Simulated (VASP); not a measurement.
Runs of VASP 6.6.1 on Al. The structure is that of space group P6/mmm (No. 191), or close to it. The cells are those of the table. 

| task | cell | k mesh | cutoff (eV) | gap on the mesh (eV) | pressure (GPa) |
| --- | --- | --- | --- | --- | --- |
| single point | a = 4.737, b = 4.737, c = 2.970 Å, angles 90.0, 90.0, 120.0°, 3 atoms | 9 × 9 × 12 | 520 | none | (a) |
| single point | a = 4.612, b = 4.612, c = 2.892 Å, angles 90.0, 90.0, 120.0°, 3 atoms | 9 × 9 × 12 | 520 | none | (b) |
| relaxation of cell and atoms | relaxed from a = 4.544, b = 4.544, c = 2.785 Å, angles 90.0, 90.0, 120.0°, 3 atoms | 8 × 8 × 11 | 500 | - | 0.1 |
| single point | a = 4.675, b = 4.675, c = 2.931 Å, angles 90.0, 90.0, 120.0°, 3 atoms | 8 × 8 × 11 | 500 | none | 0.1 |
| single point | a = 4.547, b = 4.547, c = 2.851 Å, angles 90.0, 90.0, 120.0°, 3 atoms | 9 × 9 × 12 | 520 | none | 5.0 |
| single point | a = 4.855, b = 4.855, c = 3.044 Å, angles 90.0, 90.0, 120.0°, 3 atoms | 9 × 9 × 12 | 520 | none | -4.1 |
| single point | a = 4.675, b = 4.675, c = 2.931 Å, angles 90.0, 90.0, 120.0°, 3 atoms | 10 × 10 × 14 | 520 | none | 0.1 |
| single point | a = 4.797, b = 4.797, c = 3.007 Å, angles 90.0, 90.0, 120.0°, 3 atoms | 9 × 9 × 12 | 520 | none | -3.0 |

Alike in all rows: level BLYP; potentials or basis VASP PAW PBE potentials, release 64 (Al); no spin polarisation; smearing fermi-dirac 0.1 eV.

Problem. Estimate the missing entries.

Solution. (a) -1.6; (b) 2.3.

Caveats: the PAW data sets were made with another functional, which shifts forces and pressure a little; the bands computed are all filled at some k points, so no gap is given (some runs).

A gap of «none» marks levels without a gap at the run's occupations.
